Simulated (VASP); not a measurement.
Write the native input for VASP 6.6.1 that does the following.

* Task: single point
* Functional: LDA
* Potentials or basis: VASP PAW LDA potentials, release 64 (Sn_d, O)
* Cutoff: 520 eV
* k mesh: 6 × 6 × 10
* Occupations: gaussian, width 0.05 eV
* Spin: no spin polarisation
* Dipole correction: no
* Further INCAR settings: ALGO = Normal; EDIFF = 1e-06; NBANDS = 35

The structure of SnO2 lies in POSCAR:

```
SnO2
1.0
    4.5927890730      0.0000000000      0.0000000000
    0.0000000000      4.5933532758      0.0000000000
    0.0000000000      0.0000000000      3.1029133790
Sn O
2 4
Direct
    0.5000000000      0.5000000000      0.5000000000
    0.0000000000      0.0000000000      0.0000000000
    0.3043687197      0.3046394323      0.0000000000
    0.8043687197      0.1953605677      0.5000000000
    0.1956312803      0.8046394323      0.5000000000
    0.6956312803      0.6953605677      0.0000000000
```

One way to write it, as run:

INCAR

```
SYSTEM = SnO2
PREC     = Accurate       ! precision mode
ENCUT    = 520            ! plane-wave cutoff, eV
EDIFF    = 1E-6           ! SCF threshold, eV
ISMEAR   = 0              ! smearing method
SIGMA    = 0.05           ! smearing width, eV
LREAL    = .False.        ! projectors in reciprocal space
LASPH    = .True.         ! aspherical terms in the spheres
NELM     = 80             ! most SCF steps
ALGO     = Normal         ! electronic algorithm
ISIF     = 2              ! what is computed and relaxed
LWAVE    = .False.        ! write WAVECAR
LCHARG   = .True.         ! write CHGCAR
LELF     = .True.         ! ELF
LVHAR    = .True.       
NBANDS   = 35             ! bands
```

KPOINTS

```
regular mesh
0
Gamma
  6 6 10
  0 0 0
```

Potentials or basis: VASP PAW LDA potentials, release 64 (Sn_d, O).

Launch:

```bash
$ cat potpaw_LDA.64/Sn_d/POTCAR potpaw_LDA.64/O/POTCAR > POTCAR
$ mpirun -np 1 vasp_std > vasp.out
```

It gave:

* Pressure: 23.1 GPa
* Largest force: 0.024 eV/Å
* Band gap on the k mesh: 2.20 eV, direct

Caveat: spin-orbit coupling is left out, which moves the levels of the heavy elements.

Wall time 2.4 min on 1 thread of Intel Xeon 6975P-C, on a shared host, peak memory 0.27 GiB.
